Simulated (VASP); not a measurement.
Input of a VASP 6.6.1 run:

Contents of INCAR:

```
SYSTEM = WS2
PREC = Accurate
ENCUT = 520
EDIFF = 1E-7
ISMEAR = 0
SIGMA = 0.05
LREAL = .FALSE.
LASPH = .TRUE.
NELM = 100
ALGO = Normal
ISIF = 2
LWAVE = .FALSE.
LCHARG = .FALSE.
GGA = PS
IBRION = 2
NSW = 50
EDIFFG = -0.01
```

KPOINTS

```
Automatic mesh
0
G
  12 12 2
  0 0 0
```

POSCAR

```
WS2
1.0
    3.1462408358      0.0000000000      0.0000000000
   -1.5731204179      2.7247244902      0.0000000000
    0.0000000000      0.0000000000     12.6966546967
W S
2 4
Direct
    0.3333333333      0.6666666667      0.2500000000
    0.6666666667      0.3333333333      0.7500000000
    0.3333333333      0.6666666667      0.6265487320
    0.6666666667      0.3333333333      0.1265487320
    0.3333333333      0.6666666667      0.8734512680
    0.6666666667      0.3333333333      0.3734512680
```

Potentials or basis: VASP PAW PBE potentials, release 64 (W_sv, S).

Run with:

```sh
$ cat potpaw_PBE.64/W_sv/POTCAR potpaw_PBE.64/S/POTCAR > POTCAR
$ mpirun -np 1 vasp_std > vasp.out
```

Predict the band gap on the k mesh.

1.11 eV (least direct gap 1.87 eV).

What does it give for the energy gained by relaxing?

0.0 meV/atom.

Stress tensor (GPa, compression positive):
```
 0.03  0.00  0.00
 0.00  0.03  0.00
 0.00  0.00 -0.05
```

Caveat: the PAW data sets were made with another functional, which shifts forces and pressure a little; spin-orbit coupling is left out, which moves the levels of the heavy elements; this functional lacks dispersion, which binds the layers, so the pressure and a relaxed spacing across them are unreliable. A k mesh can miss the band edges.
